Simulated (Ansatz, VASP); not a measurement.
# One calculation of Pd, two programs

INCAR

```
PREC = Accurate ; ENCUT = 520
EDIFF = 1E-8 ; ISMEAR = -1
SIGMA = 0.05 ; LREAL = False
LASPH = True ; NELM = 80
ALGO = Normal ; ISIF = 2
LWAVE = False ; LCHARG = False
GGA = PE ; LEFG = True
NBANDS = 11
```

File KPOINTS:

```
Automatic mesh
0
Gamma
  18 18 18
```

POSCAR

```
Pd
1.0
   -0.0583470000      1.9157265000      1.9157265000
    1.9157265000     -0.0583470000      1.9157265000
    1.9157265000      1.9157265000     -0.0583470000
Pd
1
Direct
    0.0000000000      0.0000000000      0.0000000000
```

Input for Ansatz:

```yaml
crystal:
  lattice:
    - [-0.058347, 1.9157265, 1.9157265]
    - [1.9157265, -0.058347, 1.9157265]
    - [1.9157265, 1.9157265, -0.058347]
  atoms:
    - { symbol: Pd, position: [0.0, 0.0, 0.0] }
kpoints:
  mp_grid: { grid: [18, 18, 18] }
scf:
  occupations: { method: fermi_dirac, width: 0.05 }
hamiltonian:
  xc: pbe
  pseudopotentials: { kind: paw }
output:
  forces: true
  stress: true
  eigenvalues: true
  efg: { contact_densities: true }
  write_density: true
  write_potential: true
  elf: true
  volumetric_format: npy
```

Change from the starting cell: equal xy, yz and zx shear strains of -3 %, PAW files.

Alike in both runs: task electric field gradients; functional PBE; k mesh 18 × 18 × 18; occupations fermi-dirac, width 0.05 eV; no spin polarisation.

```csv
,VASP,Ansatz
version,VASP 6.6.1,Ansatz 0.2.0
potentials or method,"VASP PAW PBE potentials, release 64 (Pd)","PAW with Ansatz's default frozen-core files, scalar-relativistic"
plane-wave cutoff (eV),520,420
valence electrons in the cell,10,18
```

VASP gave:

* pressure (GPa): 7.8
* traceless stress, the component that is largest in VASP (GPa): 2.36
* size of Vzz on the site where it differs most (V/Å²): 6.5

Q: What did Ansatz give for the same quantities?

A: Pressure (GPa): 8.2; traceless stress, the component that is largest in VASP (GPa): 2.38; size of Vzz on the site where it differs most (V/Å²): 15.1.

With one functional, cell and mesh, what is left measures potentials, basis and numerics. VASP's potentials hold 10 valence electrons a cell and Ansatz's 18, so a difference there can come from the potentials and not from the codes.
